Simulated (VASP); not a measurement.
Set up this calculation in VASP 6.6.1, as the native input.

| Property | Result |
| --- | --- |
| Task | single point |
| Functional | PBE |
| Potentials or basis | VASP PAW PBE potentials, release 64 (Ti_sv, Si) |
| Cutoff | 520 eV |
| k mesh | 14 × 14 × 14 |
| Occupations | gaussian, width 0.15 eV |
| Spin | no spin polarisation |
| Dipole correction | no |
| Further INCAR settings | ALGO = Normal; EDIFF = 1e-07; NBANDS = 29 |

The structure of TiSi2 lies in POSCAR:

```
TiSi2
1.0
    0.0000000000      4.1351811254      4.2795976059
    2.4038689114      0.0000000000      4.2795976059
    2.4038689114      4.1351811254      0.0000000000
Ti Si
2 4
Direct
    0.7865104420      0.7865104420      0.7134895580
    0.5365104420      0.5365104420      0.4634895580
    0.0868244589      0.4131755411      0.0868244589
    0.4131755411      0.0868244589      0.4131755411
    0.1631755411      0.8368244589      0.1631755411
    0.8368244589      0.1631755411      0.8368244589
```

This cell differs from its parent crystal: all Ti atoms moved +0.312 Å, as atom 1 along Cartesian [0 0 1].

The input as run:

INCAR

```
SYSTEM = TiSi2
PREC     = Accurate       ! precision mode
ENCUT    = 520            ! plane-wave cutoff, eV
EDIFF    = 1E-7           ! SCF threshold, eV
ISMEAR   = 0              ! smearing method
SIGMA    = 0.15           ! smearing width, eV
LREAL    = .False.        ! projectors in reciprocal space
LASPH    = .True.         ! aspherical terms in the spheres
NELM     = 60             ! most SCF steps
ALGO     = Normal         ! electronic algorithm
ISIF     = 2              ! what is computed and relaxed
LWAVE    = .False.        ! write WAVECAR
LCHARG   = .False.        ! write CHGCAR
GGA      = PE             ! functional
NBANDS   = 29             ! bands
```

KPOINTS

```
Automatic mesh
0
Gamma
  14 14 14
  0 0 0
```

Potentials or basis: VASP PAW PBE potentials, release 64 (Ti_sv, Si).

Command:

```bash
$ cat potpaw_PBE.64/Ti_sv/POTCAR potpaw_PBE.64/Si/POTCAR > POTCAR
$ mpirun -np 1 vasp_std > vasp.out
```

It gave:

```yaml
Pressure: 6.6 GPa
Largest_force: 4.558 eV/Å
Band_gap_on_the_k_mesh: zero (band 20 reaches 10.64 eV, above the bottom of band 21 at 8.81 eV)
```

Caveat: the cell differs from its parent crystal (all Ti atoms moved +0.312 Å, as atom 1 along Cartesian [0 0 1]); forces of over 1 eV/Å act on the atoms, so gaps and moduli don't describe the material at rest.

Wall time 9.9 min on 1 thread of Intel(R) Xeon(R) 6975P-C (Granite Rapids), with other jobs on the host, peak memory 0.89 GiB.
